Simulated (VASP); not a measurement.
Write the native input for VASP 6.6.1 that does the following.

```
Task                   : single point
Functional             : LDA
Potentials or basis    : VASP PAW LDA potentials, release 64 (Si, C)
Cutoff                 : 600 eV
k mesh                 : 11 × 11 × 11
Occupations            : fermi-dirac, width 0.01 eV
Spin                   : no spin polarisation
Dipole correction      : no
Further INCAR settings : ALGO = Normal; EDIFF = 1e-06; NBANDS = 11
```

The structure of SiC (SiC (F-43m)) lies in POSCAR:

```
SiC
1.0
    0.0000000000      2.1898524999      2.1898524999
    2.1898524999      0.0000000000      2.1898524999
    2.1898524999      2.1898524999      0.0000000000
Si C
1 1
Direct
    0.7500000000      0.7500000000      0.7500000000
    0.0000000000      0.0000000000      0.0000000000
```

The input as run:

INCAR

```
  PREC = Accurate
  ENCUT = 600
  EDIFF = 1E-6
  ISMEAR = -1
  SIGMA = 0.01
  LREAL = F
  LASPH = T
  NELM = 120
  ALGO = Normal
  ISIF = 2
  LWAVE = F
  LCHARG = T
  LELF = T
  LVHAR = T
  NBANDS = 11
  GGA_COMPAT = F
```

KPOINTS

```
Automatic mesh
0
Gamma
  11 11 11
```

Potentials or basis: VASP PAW LDA potentials, release 64 (Si, C).

Command:

```sh
$ cat potpaw_LDA.64/Si/POTCAR potpaw_LDA.64/C/POTCAR > POTCAR
$ mpirun -np 1 vasp_std > vasp.out
```

It gave:

```
Pressure               : -7.3 GPa
Band gap on the k mesh : 1.41 eV, indirect (least direct gap 4.53 eV)
```

It took 8.3 s on 1 thread of Intel(R) Xeon(R) 6975P-C (Granite Rapids), on a shared host, peak memory 0.14 GiB.
